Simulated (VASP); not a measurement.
Crystal: MgZrC.

```
Mg Zr C
1.0
     3.84342    0.00000    0.00000
    -1.92171    3.32850    0.00000
     0.00000    0.00000    4.27504
Mg Zr C
1 1 1
Direct
  0.00000 0.00000 0.00000
  0.66667 0.33333 0.50000
  0.33333 0.66667 0.50000
```

The cell was generated, and may not be a known phase.

```yaml
Program: VASP 6.6.1
Task: relaxation of cell and atoms
Functional: PBE
Potentials_or_basis: VASP PAW PBE potentials, release 64 (Mg, Zr_sv, C)
Cutoff: 600 eV
k_mesh: 12 × 12 × 12
Occupations: gaussian, width 0.1 eV
Spin: no spin polarisation
```

At the start: pressure -3.4 GPa; volume 18.23 Å³/atom.

Problem. Where does the relaxation end?

Solution. Over 7 steps the energy falls by 43.4 meV/atom and the volume is 18.70 Å³/atom (+2.6 %); space group P-6m2 (No. 187, to 0.1 Å) before and after.

Step by step:
```csv
step,energy change (eV),largest force (eV/Å),pressure (GPa),volume (Å³)
1,0.0000,0.0000,-3.38,54.69
2,-0.0571,0.0000,5.63,51.64
3,-0.0735,0.0000,2.48,52.58
4,-0.1093,0.0000,1.55,53.89
5,-0.1297,0.0000,0.40,55.94
6,-0.1295,0.0000,-0.52,56.32
7,-0.1301,0.0000,0.01,56.09
```

Final structure:
```cif
data_structure
_symmetry_space_group_name_H-M 'P 1'
_symmetry_Int_Tables_number 1
_cell_length_a 3.7309
_cell_length_b 3.7309
_cell_length_c 4.6531
_cell_angle_alpha 90.000
_cell_angle_beta 90.000
_cell_angle_gamma 120.000
_cell_volume 56.09
loop_
_atom_site_label
_atom_site_type_symbol
_atom_site_fract_x
_atom_site_fract_y
_atom_site_fract_z
_atom_site_occupancy
Mg1 Mg 0.00000 0.00000 0.00000 1
Zr1 Zr 0.66667 0.33333 0.50000 1
C1 C 0.33333 0.66667 0.50000 1
```
